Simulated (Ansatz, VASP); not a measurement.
This is a calculation of Co for VASP 6.6.1.

The input INCAR:

```
SYSTEM = Co
PREC     = Accurate       ! precision mode
ENCUT    = 520            ! plane-wave cutoff, eV
EDIFF    = 1E-6           ! SCF threshold, eV
ISMEAR   = -1             ! smearing method
SIGMA    = 0.05           ! smearing width, eV
LREAL    = .False.        ! projectors in reciprocal space
LASPH    = .True.         ! aspherical terms in the spheres
NELM     = 150            ! most SCF steps
ALGO     = Normal         ! electronic algorithm
ISIF     = 2              ! what is computed and relaxed
LWAVE    = .False.        ! write WAVECAR
LCHARG   = .False.        ! write CHGCAR
ISPIN    = 2              ! spin polarisation
MAGMOM   = 2              ! initial moments
LORBIT   = 11             ! projections on sites
LMAXMIX  = 4              ! l up to which the mixer works
GGA      = PE             ! functional
NBANDS   = 14             ! bands
```

File KPOINTS:

```
Automatic mesh
0
Gamma
  13 13 13
  0 0 0
```

Contents of POSCAR:

```
Co
1.0
   -1.4145745000      1.3929095500      1.3921574700
    1.4429802800     -1.3751271500      1.4027808400
    1.4112696000      1.3718222500     -1.3743750600
Co
1
Direct
    0.0000000000      0.0000000000      0.0000000000
```

Potentials or basis: VASP PAW PBE potentials, release 64 (Co).

Command:

```bash
$ cat potpaw_PBE.64/Co/POTCAR > POTCAR
$ mpirun -np 1 vasp_std > vasp.out
```

Task: Translate it to Ansatz 0.2.0. Potentials there: Ansatz PAW.

Result: As run (the cutoff follows the program's own potentials):

input.yaml

```yaml
crystal:
  lattice:
    - [-1.4145745, 1.39290955, 1.39215747]
    - [1.44298028, -1.37512715, 1.40278084]
    - [1.4112696, 1.37182225, -1.37437506]
  atoms:
    - { symbol: Co, position: [0.0, 0.0, 0.0], spin: 2.0 }
hamiltonian:
  xc: pbe
  pseudopotentials: { kind: paw }
magnetization:
  spin_polarized: true
kpoints:
  mp_grid: { grid: [13, 13, 13] }
scf:
  occupations: { method: fermi_dirac, width: 0.05 }
output:
  forces: true
  stress: true
  eigenvalues: true
```

Potentials or basis: Ansatz PAW.

Run with:

```console
$ ansatz run input.yaml --threads 2 --pin off --max-ram 5632MiB --backend cpu --events-out ev --progress --plain --runs-dir out
```

Both were run:

|  | VASP | Ansatz | Ansatz less VASP |
| --- | --- | --- | --- |
| gap on the k mesh at the Fermi level (eV) | none | none | - |
| pressure (GPa) | 0.2 | 0.8 | +0.69 |
| traceless stress, the component that is largest in VASP (GPa) | -2.70 | -2.78 | -0.085 |
| net moment per atom (μB) | 1.70 | 1.71 | +0.017 |
| size of the moment on the site where the two differ most (μB) | 1.72 | 1.78 | +0.063 |

Site moments also hang on the region over which each program counts them. A gap of «none» marks a metal or a gap that the smearing closes. VASP's potentials hold 9 valence electrons a cell and Ansatz's 17, so a difference there can come from the potentials and not from the codes.
